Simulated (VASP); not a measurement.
# KBr: single point with PBE

KBr:

```
K Br
1.0
     5.67165    0.00000    0.00000
    -2.83582    4.91179    0.00000
     0.00000    0.00000    6.65143
K Br
2 2
Direct
  0.33333 0.66667 0.25000
  0.66667 0.33333 0.75000
  0.66667 0.33333 0.25000
  0.33333 0.66667 0.75000
```

| Property | Result |
| --- | --- |
| Program | VASP 6.6.1 |
| Task | single point |
| Functional | PBE |
| Potentials or basis | VASP PAW PBE potentials, release 64 (K_sv, Br) |
| Cutoff | 520 eV |
| k mesh | 6 × 6 × 4 |
| Occupations | gaussian, width 0.01 eV |
| Spin | no spin polarisation |
| Dipole correction | no |
| Further INCAR settings | ALGO = Normal; EDIFF = 1e-06; NBANDS = 24 |

```
Pressure               : 0.0 GPa
Band gap on the k mesh : 4.14 eV, direct
```

Levels at points of the mesh, in eV from the valence-band top:
```csv
k point,band 13,band 14,band 15,band 16,band 17,band 18,band 19,band 20
"(0.00, 0.00, 0.00)",-0.45,-0.26,-0.26,0.00,4.14,6.95,7.43,7.43
"(0.50, 0.00, 0.00)",-0.44,-0.43,-0.24,-0.14,5.98,6.29,6.68,6.85
"(0.00, 0.00, 0.50)",-0.37,-0.37,-0.37,-0.37,5.39,5.39,8.34,8.34
"(0.50, 0.00, 0.50)",-0.33,-0.33,-0.25,-0.25,6.23,6.23,7.73,7.73
```

Wall time 39 s on 1 thread of Intel(R) Xeon(R) 6975P-C (Granite Rapids), with other jobs on the host, peak memory 0.31 GiB.

A k mesh can miss the band edges. PBE gaps usually lie below the measured ones, often by a third to a half.
